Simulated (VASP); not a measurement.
Wanted: the native input for a VASP 6.6.1 run.

- Task: single point
- Functional: LDA
- Potentials or basis: VASP PAW LDA potentials, release 64 (Sc_sv)
- Cutoff: 520 eV
- k mesh: 14 × 14 × 14
- Occupations: fermi-dirac, width 0.1 eV
- Spin: no spin polarisation
- Dipole correction: no
- Further INCAR settings: ALGO = Normal; EDIFF = 1e-07; NBANDS = 12

The structure of Sc lies in POSCAR:

```
Sc
1.0
    2.6948839160      0.0000000000      0.0000000000
    0.0000000000      2.6948839160      0.0000000000
    0.0000000000      0.0000000000      2.6948839160
Sc
1
Direct
    0.0000000000      0.0000000000      0.0000000000
```

This isn't the form of Sc at room conditions, which is hcp.

The input as run:

INCAR

```
  PREC = Accurate
  ENCUT = 520
  EDIFF = 1E-7
  ISMEAR = -1
  SIGMA = 0.1
  LREAL = F
  LASPH = T
  NELM = 100
  ALGO = Normal
  ISIF = 2
  LWAVE = F
  LCHARG = T
  GGA = CA
  LELF = T
  LVHAR = T
  NBANDS = 12
```

KPOINTS

```
Automatic mesh
0
Gamma
  14 14 14
```

Potentials or basis: VASP PAW LDA potentials, release 64 (Sc_sv).

Launch:

```sh
$ cat potpaw_LDA.64/Sc_sv/POTCAR > POTCAR
$ mpirun -np 1 vasp_std > vasp.out
```

It gave:

```json
{
  "Pressure": "9.0 GPa",
  "Band gap on the k mesh": "zero (an odd number of electrons rules out a gap without spin polarisation)"
}
```

Caveat: the cell stands under pressure.

Run time: 8.3 s on 1 thread of Intel(R) Xeon(R) 6975P-C (Granite Rapids), on a shared host, peak memory 0.13 GiB.
